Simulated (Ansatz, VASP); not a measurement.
# Pt in VASP and in Ansatz

```
Pt
1.0
     0.00000    1.97058    1.97058
     1.97058    0.00000    1.97058
     1.97058    1.97058    0.00000
Pt
1
Direct
  0.00000 0.00000 0.00000
```

Alike in both runs: functional r2SCAN; k mesh 14 × 14 × 14; occupations fermi-dirac, width 0.1 eV; no spin polarisation.

Ansatz relaxed the structure, and its values are those at the end. VASP's run is a single point on that final structure, the one shown.

|  | VASP | Ansatz |
| --- | --- | --- |
| version | VASP 6.6.1 | Ansatz 0.2.0 |
| potentials or method | VASP PAW PBE potentials, release 64 (Pt), cutoff 520 eV | plane waves (500 eV) with PAW, scalar-relativistic |
| valence electrons in the cell | 10 | 18 |

```csv
,VASP,Ansatz,Ansatz less VASP
pressure (GPa),0.7,0.0,-0.69
```

VASP's potentials were made for PBE, not for r2SCAN. VASP's potentials hold 10 valence electrons a cell and Ansatz's 18, so a difference there can come from the potentials and not from the codes.

Spin-orbit coupling is off throughout.
